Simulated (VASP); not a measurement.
# Ba3Cd (Pm-3m) in VASP: further runs

The runs below take Ba3Cd through single point, relaxation of cell and atoms, with PBE.

Everything below comes from runs of VASP 6.6.1. Logs are shortened: lines on timing, memory, paths and dates and some standing lists are left out, and cuts for length are marked.

### Step 1. The cell of the first run

It takes space group Pm-3m (No. 221, cubic). The conventional cell has a = 5.724 Å, b = 5.724 Å, c = 5.724 Å, α = 90.00°, β = 90.00°, γ = 90.00°. Within 5.3 Å of Ba (site symmetry 4/mmm) lie 8 Ba at 4.05 Å and 4 Cd at 4.05 Å. Within 5.3 Å of Cd (site symmetry m-3m) lie 12 Ba at 4.05 Å.

### Step 2. Single point, PBE

INCAR reads:

```
  PREC = Accurate
  ENCUT = 520
  EDIFF = 1E-7
  ISMEAR = 0
  SIGMA = 0.1
  LREAL = F
  LASPH = T
  NELM = 80
  ALGO = Normal
  ISIF = 2
  LWAVE = F
  LCHARG = T
  GGA = PE
  LELF = T
  LVHAR = T
  NBANDS = 29
```

KPOINTS reads:

```
Automatic mesh
0
Gamma
  4 4 4
```

POSCAR reads:

```
Ba3Cd
1.0
    5.7239145310      0.0000000000      0.0000000000
    0.0000000000      5.7239145310      0.0000000000
    0.0000000000      0.0000000000      5.7239145310
Ba Cd
3 1
Direct
    0.0000000000      0.5000000000      0.5000000000
    0.5000000000      0.0000000000      0.5000000000
    0.5000000000      0.5000000000      0.0000000000
    0.0000000000      0.0000000000      0.0000000000
```

Potentials or basis: VASP PAW PBE potentials, release 64 (Ba_sv, Cd).

Started as:

```sh
$ cat potpaw_PBE.64/Ba_sv/POTCAR potpaw_PBE.64/Cd/POTCAR > POTCAR
$ mpirun -np 1 vasp_std > vasp.out
```

OUTCAR:

```text
PREC = Accurate
   ENCUT = 520
   EDIFF = 1E-7
   ISMEAR = 0
   LREAL = F
   LASPH = T
   NELM = 80
   ISIF = 2
   GGA = PE

 ion  position               nearest neighbor table
   1  0.000  0.500  0.500-   2 4.05   3 4.05   4 4.05   3 4.05   4 4.05   2 4.05   4 4.05   4 4.05
                             2 4.05   3 4.05   3 4.05   2 4.05
   2  0.500  0.000  0.500-   1 4.05   3 4.05   4 4.05   3 4.05   4 4.05   1 4.05   3 4.05   3 4.05
                             1 4.05   4 4.05   4 4.05   1 4.05
   3  0.500  0.500  0.000-   1 4.05   2 4.05   4 4.05   1 4.05   2 4.05   2 4.05   4 4.05   2 4.05
                             1 4.05   4 4.05   1 4.05   4 4.05
   4  0.000  0.000  0.000-   1 4.05   2 4.05   3 4.05   1 4.05   2 4.05   1 4.05   3 4.05   1 4.05
                             2 4.05   3 4.05   2 4.05   3 4.05

  LATTYP: Found a simple cubic cell.
 ALAT       =     5.7239145310

  Lattice vectors:

 A1 = (   5.7239145310,   0.0000000000,   0.0000000000)
 A2 = (   0.0000000000,   5.7239145310,   0.0000000000)
 A3 = (   0.0000000000,   0.0000000000,   5.7239145310)

Analysis of symmetry for initial positions (statically):
=====================================================================
 Subroutine PRICEL returns:
 Original cell was already a primitive cell.

 Routine SETGRP: Setting up the symmetry group for a
 simple cubic supercell.

 Subroutine GETGRP returns: Found 48 space group operations
 (whereof 48 operations were pure point group operations)
 out of a pool of 48 trial point group operations.

The static configuration has the point symmetry O_h .

Analysis of symmetry for dynamics (positions and initial velocities):
=====================================================================
 Subroutine PRICEL returns:
 Original cell was already a primitive cell.

 Routine SETGRP: Setting up the symmetry group for a
 simple cubic supercell.

 Subroutine GETGRP returns: Found 48 space group operations
 (whereof 48 operations were pure point group operations)
 out of a pool of 48 trial point group operations.

The dynamic configuration has the point symmetry O_h .

 Subroutine INISYM returns: Found 48 space group operations
 (whereof 48 operations are pure point group operations),
 and found     1 'primitive' translations

----------------------------------------------------------------------------------------

                                     Primitive cell

  volume of cell :     187.5337

  direct lattice vectors                    reciprocal lattice vectors
[... 78 lines left out ...]
   EDIFFG = 0.1E-05   stopping-criterion for IOM
   NSW    =      0    number of steps for IOM
   IBRION =     -1    ionic relax: 0-MD 1-quasi-New 2-CG
   NFREE  =      0    steps in history (QN), initial steepest desc. (CG)
   ISIF   =      2    stress and relaxation
   ISYM   =      2    0-nonsym 1-usesym 2-fastsym
   POTIM  = 0.5000    time-step for ionic-motion
   TEBEG  =    0.0;   TEEND  =   0.0 temperature during run
   PSTRESS=    0.0 pullay stress
   NELECT =      42.0000    total number of electrons
   NUPDOWN=      -1.0000    fix difference up-down
   EMIN   =  10.00;   EMAX   =-10.00  energy-range for DOS
   EFERMI =   0.00;   METHOD = LEGACY
   ISMEAR =     0;   SIGMA  =   0.10  broadening in eV -4-tet -1-fermi 0-gaus
   EFERMI_NEDOS =   21; number of points for ismear=-14 and -15
   IALGO  =     38    algorithm
   IMIX   =      4    mixing-type and parameters
     AMIX     =   0.40;   BMIX     =  1.00
     AMIX_MAG =   1.60;   BMIX_MAG =  1.00
  volume/ion in A,a.u.               =      46.88       316.39
  Fermi-wavevector in a.u.,A,eV,Ry     =   0.994179  1.878727 13.447901  0.988393
  Thomas-Fermi vector in A             =   2.126113
   LORBIT       =      0    0 simple, 1 ext, 2 COOP (PROOUT), +10 PAW based schemes
   GGA     = PE    functional components
   LHFCALC =     F    Hartree Fock is set to
   AEXX    =    0.0000 exact exchange contribution
   IVDW    =     0    specifies the selected vdW correction
   LEPSILON=     F    determine dielectric tensor
   LRPA    =     F    only Hartree local field effects (RPA)
 non-spin polarized calculation
 Gauss-broadening in eV      SIGMA  =   0.10
  energy-cutoff  :      520.00
  volume of cell :      187.53
 maximum number of plane-waves:      5078
 NGX is ok and might be reduce to    48
   NGX = 21   NGY = 21   NGZ = 21

 number of electron      41.9999999 magnetization

 Free energy of the ion-electron system (eV)
  ---------------------------------------------------
  ext. energy  EPLUGINS =         0.00000000
  ---------------------------------------------------
  free energy    TOTEN  =        -6.62129748 eV

  energy without entropy =       -6.58820366  energy(sigma->0) =       -6.60475057

 E-fermi :   2.0959     XC(G=0):  -8.2194

 val. band max:        2.0806863834   @ k =   0.5000   0.2500   0.0000
 cond. band min:       2.1154529562   @ k =   0.2500   0.2500   0.0000
 fundamental gap:      0.0347665728
 Fermi energy:         2.0958579494

 k-point     1 :       0.0000    0.0000    0.0000
  band No.  band energies     occupation
      1     -26.6825      2.00000
      2     -26.5472      2.00000
      3     -26.5472      2.00000
      4     -12.2105      2.00000
      5     -12.2105      2.00000
      6     -12.2105      2.00000
[... 309 lines left out ...]
     28       4.1616      0.00000
     29       4.9057      0.00000

------------------------ aborting loop because EDIFF is reached ----------------------------------------

  FORCE on cell =-STRESS in cart. coord.  units (eV):
  Direction    XX          YY          ZZ          XY          YZ          ZX
  --------------------------------------------------------------------------------------
  -------------------------------------------------------------------------------------
  Total        0.5161671      0.5161671      0.5161671      0.0000000     -0.0000000      0.0000000
  in kB        4.4098261      4.4098261      4.4098261      0.0000000     -0.0000000      0.0000000
  external PRESSURE =       4.4098261 kB  Pullay stress =       0.0000000 kB

 VOLUME and BASIS-vectors are now :
 -----------------------------------------------------------------------------
  energy-cutoff  :      520.00
  volume of cell :      187.53
      direct lattice vectors                 reciprocal lattice vectors
     5.723914531  0.000000000  0.000000000     0.174705614  0.000000000  0.000000000
     0.000000000  5.723914531  0.000000000     0.000000000  0.174705614  0.000000000
     0.000000000  0.000000000  5.723914531     0.000000000  0.000000000  0.174705614

 POSITION                                       TOTAL-FORCE (eV/Angst)
 -----------------------------------------------------------------------------------
      0.00000      2.86196      2.86196         0.000000      0.000000      0.000000
      2.86196      0.00000      2.86196         0.000000      0.000000      0.000000
      2.86196      2.86196      0.00000         0.000000      0.000000      0.000000
      0.00000      0.00000      0.00000         0.000000      0.000000      0.000000
 -----------------------------------------------------------------------------------
    total drift:                                0.000000     -0.000000     -0.000000

  FREE ENERGIE OF THE ION-ELECTRON SYSTEM (eV)
  ---------------------------------------------------
  free  energy   TOTEN  =        -6.6212974809 eV

  energy  without entropy=       -6.5882036596  energy(sigma->0) =       -6.60475057
```

OSZICAR:

```text
N       E                     dE             d eps       ncg     rms          rms(c)
DAV:   1     0.318832055506E+03    0.31883E+03   -0.18575E+04   580   0.125E+03
DAV:   2     0.169075425701E+02   -0.30192E+03   -0.29530E+03   779   0.277E+02
DAV:   3    -0.612455155986E+01   -0.23032E+02   -0.22508E+02   750   0.757E+01
DAV:   4    -0.688393142059E+01   -0.75938E+00   -0.75556E+00   843   0.966E+00
DAV:   5    -0.690907675962E+01   -0.25145E-01   -0.25136E-01   750   0.133E+00    0.422E+00
DAV:   6    -0.662389299970E+01    0.28518E+00   -0.10512E+00   680   0.392E+00    0.238E+00
DAV:   7    -0.661979368316E+01    0.40993E-02   -0.58844E-02   817   0.993E-01    0.121E+00
DAV:   8    -0.662079981543E+01   -0.10061E-02   -0.12542E-02   655   0.842E-01    0.129E-01
DAV:   9    -0.662117704939E+01   -0.37723E-03   -0.13407E-03   825   0.162E-01    0.432E-02
DAV:  10    -0.662126231847E+01   -0.85269E-04   -0.51425E-05   739   0.358E-02    0.219E-02
DAV:  11    -0.662129953863E+01   -0.37220E-04   -0.39605E-05   658   0.347E-02    0.279E-03
DAV:  12    -0.662129811211E+01    0.14265E-05   -0.18048E-06   704   0.523E-03    0.141E-03
DAV:  13    -0.662129753402E+01    0.57809E-06   -0.72488E-08   452   0.128E-03    0.538E-04
DAV:  14    -0.662129748091E+01    0.53113E-07   -0.21022E-08   425   0.570E-04
   1 F= -.66212975E+01 E0= -.66047506E+01  d E =-.330938E-01
```

stdout:

```text
POSCAR found type information on POSCAR BaCd
 POSCAR found :  2 types and       4 ions
 scaLAPACK will be used
 LDA part: xc-table for (Slater+PW92), standard interpolation
 POSCAR, INCAR and KPOINTS ok, starting setup
 FFT: planning ... GRIDC
 FFT: planning ... GRID_SOFT
 FFT: planning ... GRID
 WAVECAR not read
 entering main loop
```

It took 88 s on 1 thread of Intel Xeon Platinum 8259CL at 2.50GHz (Skylake/Cascade Lake), shared host; peak memory 0.33 GiB.

What came out:

| Item | Value |
| --- | --- |
| Free energy | -6.6213 eV |
| Pressure | 0.4 GPa |
| Band gap on the k mesh | zero (bands 21 and 22 overlap by 0.30 eV) |

Levels at points of the mesh, in eV from the Fermi level:
```csv
k point,band 18,band 19,band 20,band 21,band 22,band 23,band 24,band 25
"(0.00, 0.00, 0.00)",-4.13,-1.77,-0.08,-0.08,0.11,0.11,0.11,1.65
"(0.50, 0.00, 0.00)",-3.26,-1.74,-0.58,0.17,0.17,0.42,1.14,1.77
"(0.50, 0.50, 0.00)",-3.01,-0.82,-0.82,-0.18,0.23,0.80,0.80,1.00
"(0.50, 0.50, 0.50)",-3.41,-0.51,-0.51,-0.51,0.68,0.68,0.68,1.86
```

Caveat: spin-orbit coupling is left out, which moves the levels of the heavy elements.

[end of part 1 of 2]
